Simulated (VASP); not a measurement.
A run of VASP 6.6.1 is set up as follows.

INCAR

```
SYSTEM = Nb3Ir5
ALGO = Normal
EDIFF = 1E-7
EDIFFG = -0.02
ENCUT = 500
GGA_COMPAT = .FALSE.
IBRION = 2
ISIF = 8
ISMEAR = -1
LASPH = .TRUE.
LCHARG = .FALSE.
LREAL = .FALSE.
LWAVE = .FALSE.
NELM = 120
NELMIN = 4
NSW = 80
PREC = Accurate
SIGMA = 0.05
```

File KPOINTS:

```
k-points
0
G
  5 5 5
  0 0 0
```

File POSCAR:

```
Nb3Ir5
1.0
    0.0000000000      3.9650000000      3.9650000000
    3.9650000000      0.0000000000      3.9650000000
    3.9650000000      3.9650000000      0.0000000000
Nb Ir
3 5
Direct
    0.0000000000      0.0000000000      0.0000000000
    0.0000000000      0.0000000000      0.5000000000
    0.0000000000      0.5000000000      0.0000000000
    0.0000000000      0.5000000000      0.5000000000
    0.5000000000      0.0000000000      0.0000000000
    0.5000000000      0.0000000000      0.5000000000
    0.5000000000      0.5000000000      0.0000000000
    0.5000000000      0.5000000000      0.5000000000
```

Potentials or basis: VASP PAW LDA potentials, release 64 (Nb_sv, Ir).

Launch:

```bash
$ cat potpaw_LDA.64/Nb_sv/POTCAR potpaw_LDA.64/Ir/POTCAR > POTCAR
$ mpirun -np 1 vasp_std > vasp.out
```

Problem. Predict the relaxed cell.

Solution. a = 5.524 Å, b = 5.524 Å, c = 5.524 Å, α = 60.00°, β = 60.00°, γ = 60.00°.

Problem. Estimate the relaxed volume.

Solution. 14.90 Å³/atom.

Step by step:
```tsv
step	energy change (eV)	largest force (eV/Å)	pressure (GPa)	volume (Å³)
1	0.0000	0.0000	-13.02	124.67
2	2.5426	0.0000	63.74	103.18
3	-0.2340	0.0000	-0.87	119.46
4	-0.2348	0.0000	-0.17	119.20
```
